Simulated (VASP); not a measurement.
# W: single point with PBE

The system is W.

```
W
1.0
    -2.24969    2.24969    1.18834
     2.24969   -2.24969    1.18834
     2.24969    2.24969   -1.18834
W
2
Direct
  0.62500 0.87500 0.75000
  0.37500 0.12500 0.25000
```

```yaml
Program: VASP 6.6.1
Task: single point
Functional: PBE
Potentials_or_basis: VASP PAW PBE potentials, release 64 (W_sv)
Cutoff: 520 eV
k_mesh: 18 × 18 × 18
Occupations: fermi-dirac, width 0.1 eV
Spin: no spin polarisation
```

| Quantity | Value |
| --- | --- |
| Pressure | 196.8 GPa |
| Band gap on the k mesh | zero (bands 14 and 15 overlap by 5.08 eV) |

Levels at points of the mesh, in eV from the Fermi level:
```
           k point  band 11  band 12  band 13  band 14  band 15  band 16  band 17  band 18
(0.00, 0.00, 0.00)    -6.14    -5.53    -4.42     2.53     2.53     2.79     2.79     7.89
(0.50, 0.00, 0.00)    -5.47    -3.59    -1.36    -0.50     1.05     2.20     5.23     5.25
(0.50, 0.50, 0.00)    -4.62    -4.62    -1.51    -1.51     0.89     0.89     4.77     4.77
(0.50, 0.50, 0.50)    -4.01    -4.01    -0.10    -0.10     1.21     1.21     3.96     3.96
```

It took 3.3 min on 1 thread of Intel(R) Xeon(R) Platinum 8488C (Sapphire Rapids), on a shared host, peak memory 0.31 GiB.

Caveat: the cell stands under pressure; spin-orbit coupling is left out, which moves the levels of the heavy elements.
